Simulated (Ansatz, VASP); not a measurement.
## One calculation of GaN, two programs

```
Ga N
1.0
     0.00000    2.25912    2.25912
     2.25912    0.00000    2.25912
     2.25912    2.25912    0.00000
Ga N
1 1
Cartesian
  0.0000 0.0000 0.0000
  1.1296 1.1296 1.1296
```

Alike in both runs: functional PBE; dispersion D3(BJ); k mesh 10 × 10 × 10; occupations gaussian, width 0.02 eV; no spin polarisation.

Ansatz relaxed the structure, and its values are those at the end. VASP's run is a single point on that final structure, the one shown.

|  | VASP | Ansatz |
| --- | --- | --- |
| version | VASP 6.6.1 | Ansatz 0.2.0 |
| potentials or method | VASP PAW PBE potentials, release 64 (Ga_d, N), cutoff 600 eV | scalar-relativistic, plane waves, PAW |
| valence electrons in the cell | 18 | 18 |

Ansatz gave:

| Property | Result |
| --- | --- |
| gap on the k mesh at the Fermi level (eV) | 1.67 |
| least direct gap on the mesh (eV) | 1.67 |
| pressure (GPa) | 0.0 |

Problem. What did VASP give for the same quantities?

Solution. gap on the k mesh at the Fermi level (eV): 1.68; least direct gap on the mesh (eV): 1.68; pressure (GPa): -0.1.
